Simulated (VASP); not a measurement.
# Ag3B4 (P-3m1) in VASP: notebook

Ag3B4 is run at these levels: PBE; tasks: single point, relaxation of cell and atoms.

Everything below comes from runs of VASP 6.6.1. Logs are shortened: lines on timing, memory, paths and dates and some standing lists are left out, and cuts for length are marked.

### Step 1. The cell of the first run

It takes space group P-3m1 (No. 164, trigonal). The conventional cell has a = 4.269 Å, b = 4.269 Å, c = 5.931 Å, α = 90.00°, β = 90.00°, γ = 120.00°. Within 3.4 Å of Ag (site symmetry -3m) lie 6 Ag at 2.59 Å and 2 B at 2.97 Å. Within 3.3 Å of Ag (site symmetry 3m) lie 6 B at 2.50 to 3.29 Å and 6 Ag at 2.59 to 2.92 Å. B (site symmetry 2/m) has 6 B at 2.13 Å and 2 Ag at 2.50 Å within 2.8 Å. B (site symmetry -3m) has 6 B at 2.13 Å within 2.8 Å.

The cell was generated, and may not be a known phase.

### Step 2. Single point, PBE

INCAR reads:

```
PREC     = Accurate       # precision mode
ENCUT    = 520            # plane-wave cutoff, eV
EDIFF    = 1E-6           # SCF threshold, eV
ISMEAR   = 0              # smearing method
SIGMA    = 0.1            # smearing width, eV
LREAL    = False          # projectors in reciprocal space
LASPH    = True           # aspherical terms in the spheres
NELM     = 60             # most SCF steps
ALGO     = Normal         # electronic algorithm
ISIF     = 2              # what is computed and relaxed
LWAVE    = False          # write WAVECAR
LCHARG   = False          # write CHGCAR
GGA      = PE             # functional
NBANDS   = 32             # bands
```

KPOINTS reads:

```
Automatic mesh
0
Gamma
  6 6 4
```

POSCAR reads:

```
Ag3B4
1.0
    4.2688662400      0.0000000000      0.0000000000
   -2.1344331200      3.6969466100      0.0000000000
    0.0000000000      0.0000000000      5.9306396700
Ag B
3 4
Direct
    0.0000000000      0.0000000000      0.0000000000
    0.3333333300      0.6666666700      0.1327233700
    0.6666666700      0.3333333300      0.8672766300
    0.5000000000      0.0000000000      0.5000000000
    0.0000000000      0.5000000000      0.5000000000
    0.5000000000      0.5000000000      0.5000000000
    0.0000000000      0.0000000000      0.5000000000
```

Potentials or basis: VASP PAW PBE potentials, release 64 (Ag, B).

Started as:

```sh
$ cat potpaw_PBE.64/Ag/POTCAR potpaw_PBE.64/B/POTCAR > POTCAR
$ mpirun -np 1 vasp_std > vasp.out
```

OUTCAR:

```text
PREC = Accurate
   ENCUT = 520
   EDIFF = 1E-6
   ISMEAR = 0
   LREAL = False
   LASPH = True
   NELM = 60
   ISIF = 2
   GGA = PE

 ion  position               nearest neighbor table
   1  0.000  0.000  0.000-   2 2.59   3 2.59   3 2.59   2 2.59   3 2.59   2 2.59
   2  0.333  0.667  0.133-   5 2.50   4 2.50   6 2.50   1 2.59   1 2.59   1 2.59   3 2.92   3 2.92
                             3 2.92
   3  0.667  0.333  0.867-   5 2.50   4 2.50   6 2.50   1 2.59   1 2.59   1 2.59   2 2.92   2 2.92
                             2 2.92
   4  0.500  0.000  0.500-   7 2.13   7 2.13   5 2.13   6 2.13   6 2.13   5 2.13   2 2.50   3 2.50

   5  0.000  0.500  0.500-   6 2.13   6 2.13   7 2.13   7 2.13   4 2.13   4 2.13   2 2.50   3 2.50

   6  0.500  0.500  0.500-   5 2.13   5 2.13   7 2.13   4 2.13   4 2.13   7 2.13   2 2.50   3 2.50

   7  0.000  0.000  0.500-   4 2.13   4 2.13   6 2.13   5 2.13   5 2.13   6 2.13

  LATTYP: Found a hexagonal cell.
 ALAT       =     4.2688662400
 C/A-ratio  =     1.3892774654

  Lattice vectors:

 A1 = (   4.2688662400,   0.0000000000,   0.0000000000)
 A2 = (  -2.1344331200,   3.6969466100,   0.0000000000)
 A3 = (   0.0000000000,   0.0000000000,   5.9306396700)

Analysis of symmetry for initial positions (statically):
=====================================================================
 Subroutine PRICEL returns:
 Original cell was already a primitive cell.

 Routine SETGRP: Setting up the symmetry group for a
 hexagonal supercell.

 Subroutine GETGRP returns: Found 12 space group operations
 (whereof 12 operations were pure point group operations)
 out of a pool of 24 trial point group operations.

The static configuration has the point symmetry D_3d.

Analysis of symmetry for dynamics (positions and initial velocities):
=====================================================================
 Subroutine PRICEL returns:
 Original cell was already a primitive cell.

 Routine SETGRP: Setting up the symmetry group for a
 hexagonal supercell.

 Subroutine GETGRP returns: Found 12 space group operations
 (whereof 12 operations were pure point group operations)
 out of a pool of 24 trial point group operations.

The dynamic configuration has the point symmetry D_3d.

 Subroutine INISYM returns: Found 12 space group operations
 (whereof 12 operations are pure point group operations),
 and found     1 'primitive' translations

----------------------------------------------------------------------------------------

                                     Primitive cell

  volume of cell :      93.5960

  direct lattice vectors                    reciprocal lattice vectors
     4.268866240  0.000000000  0.000000000     0.234254236  0.135246746  0.000000000
    -2.134433120  3.696946610  0.000000000     0.000000000  0.270493492  0.000000000
     0.000000000  0.000000000  5.930639670     0.000000000  0.000000000  0.168615875

  length of vectors
     4.268866240  4.268866241  5.930639670     0.270493493  0.270493492  0.168615875

  position of ions in fractional coordinates (direct lattice)
     0.000000000  0.000000000  0.000000000
     0.333333330  0.666666670  0.132723370
     0.666666670  0.333333330  0.867276630
     0.500000000  0.000000000  0.500000000
     0.000000000  0.500000000  0.500000000
     0.500000000  0.500000000  0.500000000
     0.000000000  0.000000000  0.500000000

  ion indices of the primitive-cell ions
   primitive index   ion index
                 1           1
                 2           2
                 3           3
                 4           4
                 5           5
                 6           6
                 7           7

----------------------------------------------------------------------------------------

 KPOINTS: Automatic mesh

Automatic generation of k-mesh.
 Grid dimensions read from file:
 generate k-points for:    6    6    4

 Generating k-lattice:

  Cartesian coordinates                     Fractional coordinates (reciprocal lattice)
     0.039042373  0.022541124  0.000000000     0.166666667  0.000000000  0.000000000
     0.000000000  0.045082249  0.000000000     0.000000000  0.166666667  0.000000000
     0.000000000  0.000000000  0.042153969     0.000000000  0.000000000  0.250000000

  Length of vectors
     0.045082249  0.045082249  0.042153969

  Shift w.r.t. Gamma in fractional coordinates (k-lattice)
     0.000000000  0.000000000  0.000000000

 Subroutine IBZKPT returns following result:
 ===========================================

 Found     24 irreducible k-points:

 Following reciprocal coordinates:
            Coordinates               Weight
  0.000000  0.000000  0.000000      1.000000
  0.166667 -0.000000  0.000000      6.000000
  0.333333 -0.000000  0.000000      6.000000
  0.500000 -0.000000  0.000000      3.000000
  0.166667  0.166667  0.000000      6.000000
  0.333333  0.166667  0.000000     12.000000
[... 16 lines left out ...]
  0.333333  0.166667  0.500000     12.000000
  0.333333  0.333333  0.500000      2.000000
   k-points           NKPTS =     24   k-points in BZ     NKDIM =     24   number of bands    NBANDS=     32
   number of dos      NEDOS =    301   number of ions     NIONS =      7
   total plane-waves  NPLWV =  49152
   dimension x,y,z NGX =    32 NGY =   32 NGZ =   48
   dimension x,y,z NGXF=    64 NGYF=   64 NGZF=   96
   ions per type =               3   4
   NGX,Y,Z   is equivalent  to a cutoff of  12.46, 12.46, 13.46 a.u.
   NGXF,Y,Z  is equivalent  to a cutoff of  24.92, 24.92, 26.91 a.u.
 SYSTEM =  unknown system
   PREC   = accura    normal or accurate (medium, high low for compatibility)
   ISTART =      0    job   : 0-new  1-cont  2-samecut
   ICHARG =      2    charge: 1-file 2-atom 10-const
   ISPIN  =      1    spin polarized calculation?
   LNONCOLLINEAR =      F non collinear calculations
   LSORBIT =      F    spin-orbit coupling
   LASPH  =      T    aspherical Exc in radial PAW
   ENCUT  =  520.0 eV  38.22 Ry    6.18 a.u.   7.94  7.94 11.03*2*pi/ulx,y,z
   NELM   =     60;   NELMIN=  2; NELMDL= -5     # of ELM steps
   EDIFF  = 0.1E-05   stopping-criterion for ELM
   LREAL  =      F    real-space projection
[... 7 lines left out ...]
   TEBEG  =    0.0;   TEEND  =   0.0 temperature during run
   PSTRESS=    0.0 pullay stress
   NELECT =      45.0000    total number of electrons
   NUPDOWN=      -1.0000    fix difference up-down
   EMIN   =  10.00;   EMAX   =-10.00  energy-range for DOS
   EFERMI =   0.00;   METHOD = LEGACY
   ISMEAR =     0;   SIGMA  =   0.10  broadening in eV -4-tet -1-fermi 0-gaus
   EFERMI_NEDOS =   21; number of points for ismear=-14 and -15
   IALGO  =     38    algorithm
   IMIX   =      4    mixing-type and parameters
     AMIX     =   0.40;   BMIX     =  1.00
     AMIX_MAG =   1.60;   BMIX_MAG =  1.00
  volume/ion in A,a.u.               =      13.37        90.23
  Fermi-wavevector in a.u.,A,eV,Ry     =   1.282508  2.423588 22.379209  1.644825
  Thomas-Fermi vector in A             =   2.414815
   LORBIT       =      0    0 simple, 1 ext, 2 COOP (PROOUT), +10 PAW based schemes
   GGA     = PE    functional components
   LHFCALC =     F    Hartree Fock is set to
   AEXX    =    0.0000 exact exchange contribution
   IVDW    =     0    specifies the selected vdW correction
   LEPSILON=     F    determine dielectric tensor
   LRPA    =     F    only Hartree local field effects (RPA)
 non-spin polarized calculation
 Gauss-broadening in eV      SIGMA  =   0.10
  energy-cutoff  :      520.00
  volume of cell :       93.60
 maximum number of plane-waves:      2562
   NGX = 15   NGY = 15   NGZ = 23

 number of electron      45.0000000 magnetization

 Free energy of the ion-electron system (eV)
  ---------------------------------------------------
  ext. energy  EPLUGINS =         0.00000000
  ---------------------------------------------------
  free energy    TOTEN  =       -26.18355039 eV

  energy without entropy =      -26.16966805  energy(sigma->0) =      -26.17660922

 E-fermi :   6.4274     XC(G=0): -11.3247

 val. band max:        6.4137433822   @ k =   0.1667   0.1667   0.5000
 cond. band min:       6.4823891069   @ k =  -0.1667   0.5000   0.2500
 fundamental gap:      0.0686457246
 Fermi energy:         6.4274205754

 k-point     1 :       0.0000    0.0000    0.0000
  band No.  band energies     occupation
      1      -6.0408      2.00000
      2       0.0231      2.00000
      3       0.1933      2.00000
      4       0.2264      2.00000
      5       0.2264      2.00000
      6       0.8371      2.00000
[... 24 lines left out ...]
     31      14.6149      0.00000
     32      14.6406      0.00000

 k-point     2 :       0.1667   -0.0000    0.0000
  band No.  band energies     occupation
      1      -5.8004      2.00000
      2      -0.6389      2.00000
      3       0.0483      2.00000
      4       0.1935      2.00000
      5       0.2019      2.00000
      6       0.4086      2.00000
[... 24 lines left out ...]
     31      14.0990      0.00000
     32      14.3642      0.00000

 k-point     3 :       0.3333   -0.0000    0.0000
  band No.  band energies     occupation
      1      -5.0867      2.00000
      2      -2.3583      2.00000
      3      -0.2709      2.00000
      4       0.0735      2.00000
      5       0.1884      2.00000
      6       0.2802      2.00000
[... 24 lines left out ...]
     31      12.2942      0.00000
     32      13.9523      0.00000

 k-point     4 :       0.5000   -0.0000    0.0000
  band No.  band energies     occupation
      1      -3.9763      2.00000
      2      -3.8643      2.00000
      3      -0.4117      2.00000
      4      -0.0060      2.00000
      5       0.1520      2.00000
      6       0.3155      2.00000
[... 654 lines left out ...]
     31      11.8908      0.00000
     32      14.4586      0.00000

 k-point    23 :       0.3333    0.1667    0.5000
  band No.  band energies     occupation
      1      -4.3226      2.00000
      2      -2.9660      2.00000
      3      -1.6416      2.00000
      4       0.1657      2.00000
      5       0.2588      2.00000
      6       0.2795      2.00000
[... 24 lines left out ...]
     31      11.6387      0.00000
     32      12.4927      0.00000

 k-point    24 :       0.3333    0.3333    0.5000
  band No.  band energies     occupation
      1      -3.2476      2.00000
      2      -3.2476      2.00000
      3      -3.0420      2.00000
      4       0.1921      2.00000
      5       0.1921      2.00000
      6       0.2809      2.00000
[... 24 lines left out ...]
     31      12.4530      0.00000
     32      13.8667      0.00000

------------------------ aborting loop because EDIFF is reached ----------------------------------------

  FORCE on cell =-STRESS in cart. coord.  units (eV):
  Direction    XX          YY          ZZ          XY          YZ          ZX
  --------------------------------------------------------------------------------------
  -------------------------------------------------------------------------------------
  Total       -7.3011622     -7.3011622      1.2268844      0.0000000     -0.0000000      0.0000000
  in kB     -124.9813800   -124.9813800     21.0018208      0.0000000     -0.0000000      0.0000000
  external PRESSURE =     -76.3203131 kB  Pullay stress =       0.0000000 kB

 VOLUME and BASIS-vectors are now :
 -----------------------------------------------------------------------------
  energy-cutoff  :      520.00
  volume of cell :       93.60
      direct lattice vectors                 reciprocal lattice vectors
     4.268866240  0.000000000  0.000000000     0.234254236  0.135246746  0.000000000
    -2.134433120  3.696946610  0.000000000     0.000000000  0.270493492  0.000000000
     0.000000000  0.000000000  5.930639670     0.000000000  0.000000000  0.168615875

 POSITION                                       TOTAL-FORCE (eV/Angst)
 -----------------------------------------------------------------------------------
      0.00000      0.00000      0.00000         0.000000      0.000000      0.000000
     -0.00000      2.46463      0.78713         0.000000     -0.000000      1.341962
      2.13443      1.23232      5.14351        -0.000000      0.000000     -1.341962
      2.13443      0.00000      2.96532         0.000000      0.000000      0.000000
     -1.06722      1.84847      2.96532         0.000000      0.000000      0.000000
      1.06722      1.84847      2.96532         0.000000      0.000000      0.000000
      0.00000      0.00000      2.96532         0.000000      0.000000      0.000000
 -----------------------------------------------------------------------------------
    total drift:                                0.000000      0.000000      0.000000

  FREE ENERGIE OF THE ION-ELECTRON SYSTEM (eV)
  ---------------------------------------------------
  free  energy   TOTEN  =       -26.1835503904 eV

  energy  without entropy=      -26.1696680469  energy(sigma->0) =      -26.17660922
```

It took 75 s on 1 thread of Intel Xeon Platinum 8259CL at 2.50GHz (Skylake/Cascade Lake), shared host; peak memory 0.24 GiB.

Results:

```yaml
Free_energy: -26.1836 eV
Pressure: -7.6 GPa
Largest_force: 1.342 eV/Å
Band_gap_on_the_k_mesh: zero (an odd number of electrons rules out a gap without spin polarisation)
```

Forces on the atoms (eV/Å):
```
Ag   0.000  0.000  0.000
Ag   0.000  0.000  1.342
Ag   0.000  0.000 -1.342
B    0.000  0.000  0.000
B    0.000  0.000  0.000
B    0.000  0.000  0.000
B    0.000  0.000  0.000
```

Caveat: the stress differs along the axes, from -12 to 2 GPa; an odd number of electrons without spin polarisation forces a metal; a magnetic or distorted state may lie lower.

### Step 3. Single point, PBE

This run uses another cell than the first one, of 14.39 Å³/atom.

INCAR reads:

```
SYSTEM = Ag3B4
  PREC = Accurate
  ENCUT = 520
  EDIFF = 1E-6
  ISMEAR = 0
  SIGMA = 0.1
  LREAL = .False.
  LASPH = .True.
  NELM = 80
  ALGO = Normal
  ISIF = 2
  LWAVE = .False.
  LCHARG = .False.
  GGA = PE
  NBANDS = 32
```

KPOINTS reads:

```
Automatic mesh
0
Gamma
  6 6 4
  0 0 0
```

POSCAR reads:

```
Ag3B4
1.0
    3.3968455017      0.0000000000      0.0000000000
   -1.6984227508      2.9417544972      0.0000000000
    0.0000000000      0.0000000000     10.0790969842
Ag B
3 4
Direct
    0.0000000000      0.0000000000      0.0000000000
    0.3333333333      0.6666666667      0.1998730194
    0.6666666667      0.3333333333      0.8001269806
    0.5000000000      0.0000000000      0.5000000000
    0.0000000000      0.5000000000      0.5000000000
    0.5000000000      0.5000000000      0.5000000000
    0.0000000000      0.0000000000      0.5000000000
```

Potentials or basis: VASP PAW PBE potentials, release 64 (Ag, B).

Started as:

```sh
$ cat potpaw_PBE.64/Ag/POTCAR potpaw_PBE.64/B/POTCAR > POTCAR
$ mpirun -np 1 vasp_std > vasp.out
```

Wall time 1.8 min (1 thread of Intel Xeon Platinum 8259CL at 2.50GHz (Skylake/Cascade Lake), shared host); peak memory 0.26 GiB.

The run converged. Its results:

```
Free energy            : -30.7284 eV
Pressure               : 0.1 GPa
Largest force          : 0.033 eV/Å
Band gap on the k mesh : zero (an odd number of electrons rules out a gap without spin polarisation)
```

Forces in eV/Å, atoms in the order of the input:
```
Ag   0.000  0.000  0.000
Ag   0.000  0.000 -0.033
Ag   0.000  0.000  0.033
B    0.000  0.000  0.000
B    0.000  0.000  0.000
B    0.000  0.000  0.000
B    0.000  0.000  0.000
```

Levels at points of the mesh, in eV from the Fermi level:
| k point | band 19 | band 20 | band 21 | band 22 | band 23 | band 24 | band 25 | band 26 |
| --- | --- | --- | --- | --- | --- | --- | --- | --- |
| (0.00, 0.00, 0.00) | -3.28 | -2.72 | -2.72 | -2.43 | -0.36 | 1.42 | 1.42 | 1.44 |
| (0.50, 0.00, 0.00) | -3.21 | -2.87 | -2.68 | -0.07 | 0.26 | 1.63 | 3.27 | 3.46 |
| (0.00, 0.00, 0.50) | -3.27 | -3.13 | -2.71 | -2.71 | 1.33 | 1.42 | 1.42 | 1.44 |
| (0.50, 0.00, 0.50) | -3.13 | -2.88 | -2.66 | -0.01 | 0.52 | 1.12 | 2.30 | 3.48 |

Caveat: an odd number of electrons without spin polarisation forces a metal; a magnetic or distorted state may lie lower.

### Step 4. Single point, PBE

This run uses another cell than the first one, of 14.53 Å³/atom.

INCAR reads:

```
ALGO = Normal
EDIFF = 1E-7
ENCUT = 520
GGA = PE
ISIF = 2
ISMEAR = 0
LASPH = True
LCHARG = False
LREAL = False
LWAVE = False
NBANDS = 32
NELM = 80
PREC = Accurate
SIGMA = 0.1
```

KPOINTS reads:

```
k-points
0
Gamma
  12 12 4
```

POSCAR reads:

```
Ag3B4
1.0
    3.3769902599      0.0000000000      0.0000000000
   -1.6884951299      2.9245593534      0.0000000000
    0.0000000000      0.0000000000     10.3006587150
Ag B
3 4
Direct
    0.0000000000      0.0000000000      0.0000000000
    0.3333333333      0.6666666667      0.1990893234
    0.6666666667      0.3333333333      0.8009106766
    0.5000000000      0.0000000000      0.5000000000
    0.0000000000      0.5000000000      0.5000000000
    0.5000000000      0.5000000000      0.5000000000
    0.0000000000      0.0000000000      0.5000000000
```

Started as:

```sh
$ cat potpaw_PBE.64/Ag/POTCAR potpaw_PBE.64/B/POTCAR > POTCAR
$ mpirun -np 1 vasp_std > vasp.out
```

Run time: 4.7 min. Hardware: 1 thread of Intel Xeon Platinum 8259CL at 2.50GHz (Skylake/Cascade Lake), shared host; peak memory 0.35 GiB.

Results (log left out):

```
Free energy            : -30.7610 eV
Pressure               : 0.0 GPa
Largest force          : 0.005 eV/Å
Band gap on the k mesh : zero (an odd number of electrons rules out a gap without spin polarisation)
```

Forces in eV/Å, atoms in the order of the input:
```
Ag   0.000  0.000  0.000
Ag   0.000  0.000 -0.005
Ag   0.000  0.000  0.005
B    0.000  0.000  0.000
B    0.000  0.000  0.000
B    0.000  0.000  0.000
B    0.000  0.000  0.000
```

Levels at points of the mesh, in eV from the Fermi level:
| k point | band 18 | band 19 | band 20 | band 21 | band 22 | band 23 | band 24 | band 25 | band 26 | band 27 |
| --- | --- | --- | --- | --- | --- | --- | --- | --- | --- | --- |
| (0.00, 0.00, 0.00) | -3.47 | -3.47 | -2.91 | -2.91 | -2.73 | -0.61 | 1.36 | 1.36 | 1.38 | 3.46 |
| (0.50, 0.00, 0.00) | -3.34 | -3.31 | -3.05 | -2.86 | -0.20 | 0.15 | 1.43 | 3.03 | 3.32 | 3.33 |
| (0.00, 0.00, 0.50) | -3.47 | -3.47 | -3.32 | -2.91 | -2.91 | 0.89 | 1.36 | 1.36 | 1.37 | 1.79 |
| (0.50, 0.00, 0.50) | -3.33 | -3.31 | -3.06 | -2.85 | -0.16 | 0.36 | 1.00 | 2.19 | 3.33 | 3.33 |

Caveat: an odd number of electrons without spin polarisation forces a metal; a magnetic or distorted state may lie lower.

(Continued in part 2 of 2.)

The gap in the log of VASP goes by the Fermi energy; the results here count the filled bands.